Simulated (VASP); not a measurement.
Input of a VASP 6.6.1 run:

Contents of POSCAR:

```
BaTiO3
1.0
    3.7953868273      0.0000000000      0.0000000000
    0.0000000000      2.7003528941      2.8480072403
    0.0000000000     -2.7003528941      2.8480072403
Ba Ti O
1 1 3
Direct
    0.0000000000      0.0044061011      0.0044061011
    0.5000000000      0.5135753575      0.5135753575
    0.0000000000      0.4947134013      0.4947134013
    0.5000000000      0.4954342957      0.9880908444
    0.5000000000      0.9880908444      0.4954342957
```

File INCAR.step1:

```
SYSTEM = BaTiO3
  ALGO = Normal
  EDIFF = 1E-4
  ENCUT = 520
  GGA = PE
  ISMEAR = 0
  LASPH = .TRUE.
  LCHARG = .FALSE.
  LDAU = .TRUE.
  LDAUJ = 0 0 0
  LDAUL = -1 2 -1
  LDAUTYPE = 2
  LDAUU = 0 4 0
  LMAXMIX = 4
  LREAL = .FALSE.
  LWAVE = .TRUE.
  NBANDS = 28
  NELM = 150
  PREC = Accurate
  SIGMA = 0.05
```

The input INCAR.step2:

```
SYSTEM = BaTiO3
  ALGO = Normal
  EDIFF = 1E-7
  ENCUT = 520
  ISIF = 2
  ISMEAR = 0
  ISTART = 1
  LASPH = .TRUE.
  LCHARG = .FALSE.
  LDAU = .TRUE.
  LDAUJ = 0 0 0
  LDAUL = -1 2 -1
  LDAUPRINT = 1
  LDAUTYPE = 2
  LDAUU = 0 4 0
  LMAXMIX = 4
  LMIXTAU = .TRUE.
  LREAL = .FALSE.
  LWAVE = .FALSE.
  METAGGA = R2SCAN
  NBANDS = 28
  NELM = 150
  PREC = Accurate
  SIGMA = 0.05
```

Contents of KPOINTS:

```
k-points
0
G
  6 6 6
  0 0 0
```

Potentials or basis: VASP PAW PBE potentials, release 64 (Ba_sv, Ti_sv, O).

Run with:

```console
$ cat potpaw_PBE.64/Ba_sv/POTCAR potpaw_PBE.64/Ti_sv/POTCAR potpaw_PBE.64/O/POTCAR > POTCAR
$ cp INCAR.step1 INCAR
$ mpirun -np 1 vasp_std > vasp.out
$ cp INCAR.step2 INCAR
$ mpirun -np 1 vasp_std > vasp.out
```

Question: Predict the pressure.

Answer: 28.8 GPa.

Question: Predict the largest force.

Answer: 1.102 eV/Å.

Stress tensor (GPa, compression positive):
```
34.33  0.00  0.00
 0.00 34.22  0.00
 0.00  0.00 17.73
```

Caveat: the cell differs from its parent crystal (strain -0.050 along x and y, +0.000 along z); the stress differs along the axes, from 18 to 34 GPa; the PAW data sets were made with another functional, which shifts forces and pressure a little.
